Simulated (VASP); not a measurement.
Crystal: SnMoO5.

```
CELL_PARAMETERS angstrom
3.73008 0.00000 0.00000
0.00000 3.73008 0.00000
0.00000 0.00000 6.49923
ATOMIC_POSITIONS crystal
Sn 0.00000 0.00000 0.50000
Mo 0.50000 0.50000 0.00000
O 0.00000 0.00000 0.00000
O 0.50000 0.00000 0.70479
O 0.00000 0.50000 0.70479
O 0.50000 0.00000 0.29521
O 0.00000 0.50000 0.29521
```

```yaml
Program: VASP 6.6.1
Task: relaxation of cell and atoms
Functional: PBEsol
Potentials_or_basis: VASP PAW PBE potentials, release 64 (Sn_d, Mo_sv, O)
Cutoff: 600 eV
k_mesh: 6 × 6 × 4
Occupations: fermi-dirac, width 0.03 eV
Spin: no spin polarisation
```

At the start: pressure -38.0 GPa; volume 12.92 Å³/atom.

Where does the relaxation end?

Over 12 steps the energy falls by 809.6 meV/atom and the volume is 9.23 Å³/atom (-28.5 %); space group P4/mmm (No. 123, to 0.1 Å) before and after.

Step by step:
| step | energy change (eV) | largest force (eV/Å) | pressure (GPa) | volume (Å³) |
| --- | --- | --- | --- | --- |
| 1 | 0.0000 | 0.9755 | -37.96 | 90.43 |
| 2 | -3.2197 | 4.0357 | 60.02 | 55.90 |
| 3 | -4.4805 | 2.9358 | 3.36 | 64.92 |
| 4 | -5.5437 | 0.4192 | 12.47 | 61.93 |
| 5 | -5.5444 | 0.3075 | 13.06 | 61.82 |
| 6 | -5.5417 | 0.1273 | -11.62 | 67.84 |
| 7 | -5.6660 | 0.0563 | -0.40 | 64.70 |
| 8 | -5.6660 | 0.0597 | -0.18 | 64.64 |
| 9 | -5.6673 | 0.0131 | 0.07 | 64.59 |
| 10 | -5.6674 | 0.0042 | 0.18 | 64.57 |
| 11 | -5.6674 | 0.0020 | -0.19 | 64.66 |
| 12 | -5.6675 | 0.0032 | 0.00 | 64.62 |

Final structure:
```
CELL_PARAMETERS angstrom
3.48295 0.00000 0.00000
0.00000 3.48295 0.00000
0.00000 0.00000 5.32654
ATOMIC_POSITIONS crystal
Sn 0.00000 0.00000 0.50000
Mo 0.50000 0.50000 0.00000
O 0.00000 0.00000 0.00000
O 0.50000 0.00000 0.73858
O 0.00000 0.50000 0.73858
O 0.50000 0.00000 0.26142
O 0.00000 0.50000 0.26142
```

Caveat: the volume moved by over 15 % at a fixed basis, so the end points are rough; the PAW data sets were made with another functional, which shifts forces and pressure a little.
